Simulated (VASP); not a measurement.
# SnTe (Fm-3m) in VASP: notebook

SnTe is run at these levels: r2SCAN; tasks: single point, relaxation of cell and atoms.

Everything below comes from runs of VASP 6.6.1. Logs are shortened: lines on timing, memory, paths and dates and some standing lists are left out, and cuts for length are marked.

### 1 The cell of the first run

It takes space group Fm-3m (No. 225, cubic). The conventional cell has a = 6.496 Å, b = 6.496 Å, c = 6.496 Å, α = 90.00°, β = 90.00°, γ = 90.00°. Within 4.3 Å of Sn (site symmetry m-3m) lie 6 Te at 3.25 Å. Te (site symmetry m-3m) has 6 Sn at 3.25 Å within 4.3 Å.

### 2 Single point, r2SCAN (34.27 Å³/atom)

POSCAR reads:

```
SnTe
1.0
    0.0000000000      3.2480780603      3.2480780603
    3.2480780603      0.0000000000      3.2480780603
    3.2480780603      3.2480780603      0.0000000000
Sn Te
1 1
Direct
    0.0000000000      0.0000000000      0.0000000000
    0.5000000000      0.5000000000      0.5000000000
```

INCAR.step1 reads:

```
SYSTEM = SnTe
ALGO = Normal ; EDIFF = 1E-4
ENCUT = 520 ; GGA = PE
ISMEAR = 0 ; LASPH = .TRUE.
LCHARG = .FALSE. ; LREAL = .FALSE.
LWAVE = .TRUE. ; NBANDS = 17
NELM = 60 ; PREC = Accurate
SIGMA = 0.01
```

INCAR.step2 reads:

```
SYSTEM = SnTe
ALGO = Normal ; EDIFF = 1E-6
ENCUT = 520 ; ISIF = 2
ISMEAR = 0 ; ISTART = 1
LASPH = .TRUE. ; LCHARG = .FALSE.
LMIXTAU = .TRUE. ; LREAL = .FALSE.
LWAVE = .FALSE. ; METAGGA = R2SCAN
NBANDS = 17 ; NELM = 60
PREC = Accurate ; SIGMA = 0.01
```

KPOINTS reads:

```
k-points
0
G
  10 10 10
  0 0 0
```

Potentials or basis: VASP PAW PBE potentials, release 64 (Sn_d, Te).

Started as:

```bash
> cat potpaw_PBE.64/Sn_d/POTCAR potpaw_PBE.64/Te/POTCAR > POTCAR
> cp INCAR.step1 INCAR
> mpirun -np 1 vasp_std > vasp.out
> cp INCAR.step2 INCAR
> mpirun -np 1 vasp_std > vasp.out
```

OUTCAR:

```text
SYSTEM = SnTe
   EDIFF = 1E-6
   ENCUT = 520
   ISIF = 2
   ISMEAR = 0
   ISTART = 1
   LASPH = .TRUE.
   LREAL = .FALSE.
   METAGGA = R2SCAN
   NELM = 60
   PREC = Accurate

 ion  position               nearest neighbor table
   1  0.000  0.000  0.000-   2 3.25   2 3.25   2 3.25   2 3.25   2 3.25   2 3.25
   2  0.500  0.500  0.500-   1 3.25   1 3.25   1 3.25   1 3.25   1 3.25   1 3.25

  LATTYP: Found a face centered cubic cell.
 ALAT       =     6.4961561206

  Lattice vectors:

 A1 = (   0.0000000000,   3.2480780603,   3.2480780603)
 A2 = (   3.2480780603,   0.0000000000,   3.2480780603)
 A3 = (   3.2480780603,   3.2480780603,   0.0000000000)

Analysis of symmetry for initial positions (statically):
=====================================================================
 Subroutine PRICEL returns:
 Original cell was already a primitive cell.

 Routine SETGRP: Setting up the symmetry group for a
 face centered cubic supercell.

 Subroutine GETGRP returns: Found 48 space group operations
 (whereof 48 operations were pure point group operations)
 out of a pool of 48 trial point group operations.

The static configuration has the point symmetry O_h .

Analysis of symmetry for dynamics (positions and initial velocities):
=====================================================================
 Subroutine PRICEL returns:
 Original cell was already a primitive cell.

 Routine SETGRP: Setting up the symmetry group for a
 face centered cubic supercell.

 Subroutine GETGRP returns: Found 48 space group operations
 (whereof 48 operations were pure point group operations)
 out of a pool of 48 trial point group operations.

The dynamic configuration has the point symmetry O_h .

 Subroutine INISYM returns: Found 48 space group operations
 (whereof 48 operations are pure point group operations),
 and found     1 'primitive' translations

----------------------------------------------------------------------------------------

                                     Primitive cell

  volume of cell :      68.5345

  direct lattice vectors                    reciprocal lattice vectors
     0.000000000  3.248078060  3.248078060    -0.153937187  0.153937187  0.153937187
     3.248078060  0.000000000  3.248078060     0.153937187 -0.153937187  0.153937187
     3.248078060  3.248078060  0.000000000     0.153937187  0.153937187 -0.153937187

  length of vectors
     4.593476045  4.593476045  4.593476045     0.266627029  0.266627029  0.266627029

  position of ions in fractional coordinates (direct lattice)
     0.000000000  0.000000000  0.000000000
     0.500000000  0.500000000  0.500000000

  ion indices of the primitive-cell ions
   primitive index   ion index
                 1           1
                 2           2

----------------------------------------------------------------------------------------

 KPOINTS: k-points

Automatic generation of k-mesh.
 Grid dimensions read from file:
 generate k-points for:   10   10   10

 Generating k-lattice:

  Cartesian coordinates                     Fractional coordinates (reciprocal lattice)
    -0.015393719  0.015393719  0.015393719     0.100000000  0.000000000  0.000000000
     0.015393719 -0.015393719  0.015393719     0.000000000  0.100000000  0.000000000
     0.015393719  0.015393719 -0.015393719     0.000000000  0.000000000  0.100000000

  Length of vectors
     0.026662703  0.026662703  0.026662703

  Shift w.r.t. Gamma in fractional coordinates (k-lattice)
     0.000000000  0.000000000  0.000000000

 Subroutine IBZKPT returns following result:
 ===========================================

 Found     47 irreducible k-points:

 Following reciprocal coordinates:
            Coordinates               Weight
  0.000000  0.000000  0.000000      1.000000
  0.100000  0.000000  0.000000      8.000000
  0.200000  0.000000  0.000000      8.000000
  0.300000  0.000000  0.000000      8.000000
  0.400000  0.000000  0.000000      8.000000
  0.500000  0.000000  0.000000      4.000000
[... 16 lines left out ...]
  0.300000  0.300000  0.000000      6.000000
  0.400000  0.300000  0.000000     24.000000
 [... further k-points ...]
   k-points           NKPTS =     47   k-points in BZ     NKDIM =     47   number of bands    NBANDS=     17
   number of dos      NEDOS =    301   number of ions     NIONS =      2
   total plane-waves  NPLWV =  46656
   dimension x,y,z NGX =    36 NGY =   36 NGZ =   36
   dimension x,y,z NGXF=    72 NGYF=   72 NGZF=   72
   ions per type =               1   1
   NGX,Y,Z   is equivalent  to a cutoff of  13.03, 13.03, 13.03 a.u.
   NGXF,Y,Z  is equivalent  to a cutoff of  26.06, 26.06, 26.06 a.u.
 SYSTEM =  SnTe
   PREC   = accura    normal or accurate (medium, high low for compatibility)
   ISTART =      1    job   : 0-new  1-cont  2-samecut
   ICHARG =      0    charge: 1-file 2-atom 10-const
   ISPIN  =      1    spin polarized calculation?
   LNONCOLLINEAR =      F non collinear calculations
   LSORBIT =      F    spin-orbit coupling
   LASPH  =      T    aspherical Exc in radial PAW
   ENCUT  =  520.0 eV  38.22 Ry    6.18 a.u.   8.54  8.54  8.54*2*pi/ulx,y,z
   NELM   =     60;   NELMIN=  2; NELMDL=  0     # of ELM steps
   EDIFF  = 0.1E-05   stopping-criterion for ELM
   LREAL  =      F    real-space projection
   EDIFFG = 0.1E-04   stopping-criterion for IOM
   NSW    =      0    number of steps for IOM
   IBRION =     -1    ionic relax: 0-MD 1-quasi-New 2-CG
   NFREE  =      0    steps in history (QN), initial steepest desc. (CG)
   ISIF   =      2    stress and relaxation
   ISYM   =      2    0-nonsym 1-usesym 2-fastsym
   POTIM  = 0.5000    time-step for ionic-motion
   TEBEG  =    0.0;   TEEND  =   0.0 temperature during run
   PSTRESS=    0.0 pullay stress
   NELECT =      20.0000    total number of electrons
   NUPDOWN=      -1.0000    fix difference up-down
   EMIN   =  10.00;   EMAX   =-10.00  energy-range for DOS
   EFERMI =   0.00;   METHOD = LEGACY
   ISMEAR =     0;   SIGMA  =   0.01  broadening in eV -4-tet -1-fermi 0-gaus
   EFERMI_NEDOS =   21; number of points for ismear=-14 and -15
   IALGO  =     38    algorithm
   IMIX   =      4    mixing-type and parameters
     AMIX     =   0.40;   BMIX     =  1.00
     AMIX_MAG =   1.60;   BMIX_MAG =  1.00
  volume/ion in A,a.u.               =      34.27       231.25
  Fermi-wavevector in a.u.,A,eV,Ry     =   1.085880  2.052015 16.043101  1.179135
  Thomas-Fermi vector in A             =   2.222004
   LORBIT       =      0    0 simple, 1 ext, 2 COOP (PROOUT), +10 PAW based schemes
   METAGGA = R2SCAN    functional components
   LHFCALC =     F    Hartree Fock is set to
   AEXX    =    0.0000 exact exchange contribution
   IVDW    =     0    specifies the selected vdW correction
   LEPSILON=     F    determine dielectric tensor
   LRPA    =     F    only Hartree local field effects (RPA)
 non-spin polarized calculation
 Gauss-broadening in eV      SIGMA  =   0.01
  energy-cutoff  :      520.00
  volume of cell :       68.53
 maximum number of plane-waves:      1865
 NGX is ok and might be reduce to    36
   NGX = 17   NGY = 17   NGZ = 17

 number of electron      20.0000000 magnetization

 Free energy of the ion-electron system (eV)
  ---------------------------------------------------
  ext. energy  EPLUGINS =         0.00000000
  ---------------------------------------------------
  free energy    TOTEN  =       -50.66060297 eV

  energy without entropy =      -50.66060297  energy(sigma->0) =      -50.66060297

 E-fermi :   5.8110     XC(G=0):  -9.6340

 val. band max:        5.7696508876   @ k =   0.5000   0.0000   0.0000
 cond. band min:       6.0692477761   @ k =   0.5000   0.0000   0.0000
 fundamental gap:      0.2995968885
 Fermi energy:         5.8109714011

 k-point     1 :       0.0000    0.0000    0.0000
  band No.  band energies     occupation
      1     -16.8329      2.00000
      2     -16.8329      2.00000
      3     -16.8276      2.00000
      4     -16.8276      2.00000
      5     -16.8276      2.00000
      6      -6.9172      2.00000
[... 9 lines left out ...]
     16      11.0468      0.00000
     17      12.9092      0.00000

 k-point     2 :       0.1000    0.0000    0.0000
  band No.  band energies     occupation
      1     -16.8332      2.00000
      2     -16.8332      2.00000
      3     -16.8275      2.00000
      4     -16.8272      2.00000
      5     -16.8272      2.00000
      6      -6.8396      2.00000
[... 9 lines left out ...]
     16      11.2449      0.00000
     17      13.5204      0.00000

 k-point     3 :       0.2000    0.0000    0.0000
  band No.  band energies     occupation
      1     -16.8340      2.00000
      2     -16.8340      2.00000
      3     -16.8271      2.00000
      4     -16.8261      2.00000
      5     -16.8261      2.00000
      6      -6.6166      2.00000
[... 9 lines left out ...]
     16      11.8063      0.00000
     17      14.9166      0.00000

 k-point     4 :       0.3000    0.0000    0.0000
  band No.  band energies     occupation
      1     -16.8352      2.00000
      2     -16.8352      2.00000
      3     -16.8268      2.00000
      4     -16.8246      2.00000
      5     -16.8246      2.00000
      6      -6.2862      2.00000
[... 9 lines left out ...]
     16      12.6961      0.00000
     17      16.5532      0.00000
[... 343 lines left out ...]
      1     -16.8356      2.00000
      2     -16.8351      2.00000
      3     -16.8264      2.00000
      4     -16.8249      2.00000
      5     -16.8240      2.00000
      6      -6.1813      2.00000
[... 9 lines left out ...]
     16      14.1274      0.00000
     17      14.6212      0.00000

 k-point    23 :       0.3000    0.3000    0.0000
  band No.  band energies     occupation
      1     -16.8405      2.00000
      2     -16.8307      2.00000
      3     -16.8292      2.00000
      4     -16.8228      2.00000
      5     -16.8228      2.00000
      6      -6.1040      2.00000
[... 9 lines left out ...]
     16      14.7143      0.00000
     17      14.7185      0.00000

 k-point    24 :       0.4000    0.3000    0.0000
  band No.  band energies     occupation
      1     -16.8419      2.00000
      2     -16.8308      2.00000
      3     -16.8291      2.00000
      4     -16.8219      2.00000
      5     -16.8217      2.00000
      6      -5.8613      2.00000
[... 9 lines left out ...]
     16      15.3084      0.00000
     17      15.7432      0.00000

 [... further k-points ...]

------------------------ aborting loop because EDIFF is reached ----------------------------------------

  FORCE on cell =-STRESS in cart. coord.  units (eV):
  Direction    XX          YY          ZZ          XY          YZ          ZX
  --------------------------------------------------------------------------------------
  -------------------------------------------------------------------------------------
  Total       -0.9697739     -0.9697739     -0.9697739      0.0000000     -0.0000000     -0.0000000
  in kB      -22.6710538    -22.6710538    -22.6710538      0.0000000     -0.0000000     -0.0000000
  external PRESSURE =     -22.6710538 kB  Pullay stress =       0.0000000 kB

 VOLUME and BASIS-vectors are now :
 -----------------------------------------------------------------------------
  energy-cutoff  :      520.00
  volume of cell :       68.53
      direct lattice vectors                 reciprocal lattice vectors
     0.000000000  3.248078060  3.248078060    -0.153937187  0.153937187  0.153937187
     3.248078060  0.000000000  3.248078060     0.153937187 -0.153937187  0.153937187
     3.248078060  3.248078060  0.000000000     0.153937187  0.153937187 -0.153937187

 POSITION                                       TOTAL-FORCE (eV/Angst)
 -----------------------------------------------------------------------------------
      0.00000      0.00000      0.00000        -0.000000      0.000000      0.000000
      3.24808      3.24808      3.24808         0.000000      0.000000     -0.000000
 -----------------------------------------------------------------------------------
    total drift:                               -0.000000      0.000000      0.000000

  FREE ENERGIE OF THE ION-ELECTRON SYSTEM (eV)
  ---------------------------------------------------
  free  energy   TOTEN  =       -50.6606029664 eV

  energy  without entropy=      -50.6606029664  energy(sigma->0) =      -50.66060297
```

Wall time 95 s (1 thread of Intel Xeon Platinum 8559C (Emerald Rapids), shared host); peak memory 0.24 GiB.

Results:

| Property | Result |
| --- | --- |
| Free energy | -50.6606 eV |
| Pressure | -2.3 GPa |
| Band gap on the k mesh | 0.30 eV |

Caveat: semilocal functionals underestimate gaps, and a narrow one can read as zero; the PAW data sets were made with another functional, which shifts forces and pressure a little; spin-orbit coupling is left out, which moves the levels of the heavy elements. A k mesh can miss the band edges.

### 3 Relaxation of cell and atoms, r2SCAN

This run uses another cell than the first one, of 32.33 Å³/atom.

POSCAR reads:

```
SnTe
1.0
    0.0000000000      3.1855994637      3.1855994637
    3.1855994637      0.0000000000      3.1855994637
    3.1855994637      3.1855994637      0.0000000000
Sn Te
1 1
Direct
    0.0000000000      0.0000000000      0.0000000000
    0.5000000000      0.5000000000      0.5000000000
```

INCAR.step1 reads:

```
ALGO     = Normal         # electronic algorithm
EDIFF    = 1E-4           # SCF threshold, eV
ENCUT    = 600            # plane-wave cutoff, eV
GGA      = PE             # functional
ISMEAR   = 0              # smearing method
LASPH    = True           # aspherical terms in the spheres
LCHARG   = False          # write CHGCAR
LREAL    = False          # projectors in reciprocal space
LWAVE    = True           # write WAVECAR
NELM     = 80             # most SCF steps
PREC     = Accurate       # precision mode
SIGMA    = 0.01           # smearing width, eV
```

INCAR.step2 reads:

```
ALGO     = Normal         # electronic algorithm
EDIFF    = 1E-6           # SCF threshold, eV
EDIFFG   = -0.005         # ionic threshold
ENCUT    = 600            # plane-wave cutoff, eV
IBRION   = 2              # ionic algorithm
ISIF     = 3              # what is computed and relaxed
ISMEAR   = 0              # smearing method
ISTART   = 1            
LASPH    = True           # aspherical terms in the spheres
LCHARG   = False          # write CHGCAR
LMIXTAU  = True         
LREAL    = False          # projectors in reciprocal space
LWAVE    = False          # write WAVECAR
METAGGA  = R2SCAN         # meta-GGA
NELM     = 80             # most SCF steps
NSW      = 100            # ionic steps
PREC     = Accurate       # precision mode
SIGMA    = 0.01           # smearing width, eV
```

KPOINTS reads:

```
k-points
0
Gamma
  10 10 10
```

Potentials or basis: VASP PAW PBE potentials, release 64 (Sn_d, Te).

Started as:

```bash
> cat potpaw_PBE.64/Sn_d/POTCAR potpaw_PBE.64/Te/POTCAR > POTCAR
> cp INCAR.step1 INCAR
> mpirun -np 1 vasp_std > vasp.out
> cp INCAR.step2 INCAR
> mpirun -np 1 vasp_std > vasp.out
```

It took 2.3 min on 1 thread of Intel Xeon Platinum 8559C (Emerald Rapids), shared host; peak memory 0.25 GiB.

It converged, with:

```yaml
Free_energy: -50.6902 eV
Relaxed_volume: 32.34 Å³/atom
Relaxed_cell: a = 4.506 Å, b = 4.506 Å, c = 4.506 Å, α = 60.00°, β = 60.00°, γ = 60.00°
Space_group_after_relaxing_to_0.1_Å: Fm-3m (No. 225)
Energy_gained_by_relaxing: 0.0 meV/atom
Ionic_steps: 3
Pressure_after_relaxing: 0.0 GPa
Band_gap_on_the_k_mesh: 0.13 eV
```

Final structure:
```
CELL_PARAMETERS angstrom
0.00000 3.18595 3.18595
3.18595 0.00000 3.18595
3.18595 3.18595 0.00000
ATOMIC_POSITIONS crystal
Sn 0.00000 0.00000 0.00000
Te 0.50000 0.50000 0.50000
```

Levels at points of the mesh, in eV from the valence-band top:
```
           k point  band 7  band 8  band 9  band 10  band 11  band 12  band 13  band 14
(0.00, 0.00, 0.00)   -4.88   -2.39   -2.39    -2.39     3.36     3.36     3.36     5.03
(0.50, 0.00, 0.00)   -8.62   -2.03   -2.03     0.00     0.13     0.33     0.33     8.13
(0.50, 0.50, 0.00)   -6.74   -5.74   -3.95    -3.95     2.45     4.95     4.95     6.45
```

Caveat: semilocal functionals underestimate gaps, and a narrow one can read as zero; the PAW data sets were made with another functional, which shifts forces and pressure a little; spin-orbit coupling is left out, which moves the levels of the heavy elements.
